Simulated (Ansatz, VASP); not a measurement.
## One calculation of CoO, two programs

The input INCAR:

```
PREC     = Accurate       # precision mode
ENCUT    = 520            # plane-wave cutoff, eV
EDIFF    = 1E-6           # SCF threshold, eV
ISMEAR   = 0              # smearing method
SIGMA    = 0.15           # smearing width, eV
LREAL    = False          # projectors in reciprocal space
LASPH    = True           # aspherical terms in the spheres
NELM     = 150            # most SCF steps
ALGO     = Normal         # electronic algorithm
ISIF     = 2              # what is computed and relaxed
LWAVE    = False          # write WAVECAR
LCHARG   = False          # write CHGCAR
ISPIN    = 2              # spin polarisation
MAGMOM   = 2.57 0.32      # initial moments
LORBIT   = 11             # projections on sites
LMAXMIX  = 4              # l up to which the mixer works
GGA      = PS             # functional
NBANDS   = 18             # bands
```

Contents of KPOINTS:

```
regular mesh
0
Gamma
  24 24 24
```

File POSCAR:

```
CoO
1.0
    0.0000000000      2.0209524655      2.0209524655
    2.0209524655      0.0000000000      2.0209524655
    2.0209524655      2.0209524655      0.0000000000
Co O
1 1
Direct
    0.0000000000      0.0000000000      0.0000000000
    0.5000000000      0.5000000000      0.5000000000
```

Input for Ansatz:

```yaml
crystal:
  lattice:
    - [0.0, 2.0209524655, 2.0209524655]
    - [2.0209524655, 0.0, 2.0209524655]
    - [2.0209524655, 2.0209524655, 0.0]
  atoms:
    - { symbol: Co, position: [0.0, 0.0, 0.0], spin: 2.57 }
    - { symbol: O, position: [0.5, 0.5, 0.5], spin: 0.32 }
basis:
  ecutwfc: 420
kpoints:
  mp_grid: { grid: [24, 24, 24] }
hamiltonian:
  xc: pbesol
scf:
  occupations: { method: gaussian, width: 0.15 }
output:
  forces: true
  stress: true
  eigenvalues: true
  populations: true
magnetization:
  spin_polarized: true
```

Change from the starting cell: strain -0.030 along x and y, -0.030 along z, atoms carried along.

Alike in both runs: task single point; functional PBEsol; k mesh 24 × 24 × 24; occupations gaussian, width 0.15 eV; collinear spin.

```csv
,VASP,Ansatz
version,VASP 6.6.1,Ansatz 0.2.0
potentials or method,"VASP PAW PBE potentials, release 64 (Co, O), cutoff 520 eV","scalar-relativistic, plane waves, PAW"
valence electrons in the cell,15,23
```

```csv
,VASP,Ansatz,Ansatz less VASP
gap on the k mesh at the Fermi level (eV),none,none,-
pressure (GPa),17.1,17.6,+0.59
net moment per atom (μB),1.09,1.11,+0.021
size of the moment on the site where the two differ most (μB),1.98,1.92,-0.060
```

VASP's potentials were made for PBE, not for PBEsol. Site moments also hang on the region over which each program counts them. A gap of «none» marks a metal or a gap that the smearing closes. VASP's potentials hold 15 valence electrons a cell and Ansatz's 23, so a difference there can come from the potentials and not from the codes.
